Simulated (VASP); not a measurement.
**SiO2: relaxation of cell and atoms with r2SCAN**

The system is SiO2.

```
Si O
1.0
    -2.51315    2.51315    3.68587
     2.51315   -2.51315    3.68587
     2.51315    2.51315   -3.68587
Si O
2 4
Direct
  0.00000 0.00000 0.00000
  0.75000 0.25000 0.50000
  0.37500 0.21748 0.34248
  0.96748 0.62500 0.84248
  0.78252 0.12500 0.15752
  0.87500 0.03252 0.65752
```

* Program: VASP 6.6.1
* Task: relaxation of cell and atoms
* Functional: r2SCAN
* Potentials or basis: VASP PAW PBE potentials, release 64 (Si, O)
* Cutoff: 600 eV
* k mesh: 6 × 6 × 6
* Occupations: fermi-dirac, width 0.02 eV
* Spin: no spin polarisation
* Dipole correction: no
* Further INCAR settings: ALGO = Normal; EDIFF = 1e-06; IBRION = 2; EDIFFG = -0.005; NSW = 80; ISIF = 3

- Relaxed volume: 14.88 Å³/atom
- Relaxed cell: a = 5.058 Å, b = 5.058 Å, c = 5.058 Å, α = 121.53°, β = 121.53°, γ = 87.37°
- Space group after relaxing (to 0.05 Å): I-42d (No. 122)
- Energy gained by relaxing: 6.0 meV/atom
- Ionic steps: 14
- Pressure after relaxing: 0.0 GPa
- Band gap on the k mesh: 6.56 eV, direct

Step by step:
```
step  energy change (eV)  largest force (eV/Å)  pressure (GPa)  volume (Å³)
   1              0.0000                0.2651           -4.32        93.12
   2              0.0438                0.4827            7.18        87.59
   3             -0.0340                0.0203           -0.09        90.87
   4             -0.0340                0.0260            0.00        90.82
   5             -0.0341                0.0262            0.00        90.78
   6             -0.0345                0.0243            0.00        90.65
   7             -0.0351                0.0217            0.00        90.40
   8             -0.0357                0.0142           -0.01        89.89
   9             -0.0351                0.0050           -0.08        88.88
  10             -0.0358                0.0103           -0.01        89.62
  11             -0.0361                0.0007           -0.07        89.45
  12             -0.0361                0.0070           -0.10        89.36
  13             -0.0354                0.0386            0.63        88.91
  14             -0.0361                0.0005           -0.01        89.30
```

Final structure:
```xyz
6
Lattice="-2.4705 2.4705 3.6580 2.4705 -2.4705 3.6580 2.4705 2.4705 -3.6580" Properties=species:S:1:pos:R:3 pbc="T T T"
Si    0.0000    0.0000    0.0000
Si    0.0000    2.4705    1.8290
O     0.4877    1.2352    0.9145
O     1.2352    2.9582    2.7435
O    -1.2352    1.9827    2.7435
O    -0.4877    3.7057    0.9145
```

Levels at points of the mesh, in eV from the valence-band top:
```csv
k point,band 13,band 14,band 15,band 16,band 17,band 18,band 19,band 20
"(0.00, 0.00, 0.00)",-1.57,-0.71,0.00,0.00,6.56,9.70,11.76,11.76
"(0.50, 0.00, 0.00)",-1.50,-0.79,-0.49,-0.15,9.08,9.61,10.52,11.19
"(0.50, 0.50, 0.00)",-0.99,-0.99,-0.34,-0.34,9.88,9.88,11.23,11.23
"(0.50, 0.50, 0.50)",-1.50,-1.50,-0.31,-0.31,9.64,9.64,11.11,11.11
```

Run time: 31 min on 1 thread of AMD EPYC 9R45 96-Core Processor (Zen 5) (shared host), peak memory 0.28 GiB.

Caveat: the PAW data sets were made with another functional, which shifts forces and pressure a little. r2SCAN opens gaps a little over a GGA but as a rule still falls short of measured ones.
